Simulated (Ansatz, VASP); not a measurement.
# Fe: VASP beside Ansatz

```
Fe
1.0
     4.19243    0.00000    0.00000
    -2.09621    3.63075    0.00000
     0.00000    0.00000    2.37224
Fe
3
Cartesian
  0.0000 0.0000 0.0000
  0.0000 2.4205 1.1861
  2.0962 1.2102 1.1861
```

Alike in both runs: task relaxation of cell and atoms; functional PBE; k mesh 12 × 12 × 20; occupations gaussian, width 0.1 eV; collinear spin.

```csv
,VASP,Ansatz
version,VASP 6.6.1,Ansatz 0.2.0
potentials or method,"VASP PAW PBE potentials, release 64 (Fe), cutoff 600 eV","scalar-relativistic, plane waves, PAW"
valence electrons in the cell,24,48
```

Ansatz gave:

| Property | Result |
| --- | --- |
| gap on the k mesh at the Fermi level, each at its own relaxed structure (eV) | none |
| net moment per atom (μB) | 2.47 |
| size of the moment on the site where the two differ most (μB) | 2.58 |
| relaxed volume (Å³/atom) | 11.98 |
| relaxed length of the cell vector where the two differ most in proportion (Å) | 2.375 |

Q: Estimate VASP's values.

A: gap on the k mesh at the Fermi level, each at its own relaxed structure (eV): none; net moment per atom (μB): 2.48; size of the moment on the site where the two differ most (μB): 2.56; relaxed volume (Å³/atom): 11.96; relaxed length of the cell vector where the two differ most in proportion (Å): 2.371.

Site moments also hang on the region over which each program counts them. A gap of «none» marks a metal or a gap that the smearing closes. VASP's potentials hold 24 valence electrons a cell and Ansatz's 48, so a difference there can come from the potentials and not from the codes.
